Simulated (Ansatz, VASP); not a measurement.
## One calculation of MgO, two programs

Contents of INCAR:

```
ALGO = Normal
EDIFF = 1E-6
ENCUT = 520
GGA = PS
ISIF = 2
ISMEAR = 0
LASPH = T
LCHARG = F
LREAL = F
LWAVE = F
NBANDS = 16
NELM = 100
PREC = Accurate
SIGMA = 0.01
```

Contents of KPOINTS:

```
k-points
0
Gamma
  6 6 6
```

POSCAR

```
MgO
1.0
    3.4272754297      0.0000000000      0.0000000000
   -1.7136377148      2.9681076712      0.0000000000
    0.0000000000      0.0000000000      4.1072130628
Mg O
2 2
Direct
    0.6666666667      0.3333333333      0.7500000000
    0.3333333333      0.6666666667      0.2500000000
    0.6666666667      0.3333333333      0.2500000000
    0.3333333333      0.6666666667      0.7500000000
```

Input for Ansatz:

```yaml
crystal:
  lattice:
    - [3.427275429687975, 0.0, 0.0]
    - [-1.7136377148439874, 2.9681076712431826, 0.0]
    - [0.0, 0.0, 4.107213062820204]
  atoms:
    - { symbol: Mg, position: [0.6666666666666666, 0.3333333333333333, 0.75] }
    - { symbol: Mg, position: [0.3333333333333333, 0.6666666666666666, 0.25] }
    - { symbol: O, position: [0.6666666666666666, 0.3333333333333333, 0.25] }
    - { symbol: O, position: [0.3333333333333333, 0.6666666666666666, 0.75] }
basis:
  ecutwfc: 500.0
kpoints:
  mp_grid:
    grid: [6, 6, 6]
hamiltonian:
  xc: pbesol
scf:
  convergence:
    dr2_threshold: 1.0e-10
  occupations:
    method: fixed
output:
  stress: true
```

Alike in both runs: task single point; functional PBEsol; k mesh 6 × 6 × 6; no spin polarisation.

|  | VASP | Ansatz |
| --- | --- | --- |
| version | VASP 6.6.1 | Ansatz 0.2.0 |
| potentials or method | VASP PAW PBE potentials, release 64 (Mg, O), cutoff 520 eV | plane waves, PAW |
| occupations | gaussian, width 0.01 eV | fixed |
| valence electrons in the cell | 16 | 32 |

|  | VASP | Ansatz | Ansatz less VASP |
| --- | --- | --- | --- |
| pressure (GPa) | 8.5 | 8.8 | +0.26 |
| traceless stress, the component that is largest in VASP (GPa) | 0.61 | 0.68 | +0.076 |

VASP's potentials were made for PBE, not for PBEsol. VASP's potentials hold 16 valence electrons a cell and Ansatz's 32, so a difference there can come from the potentials and not from the codes.
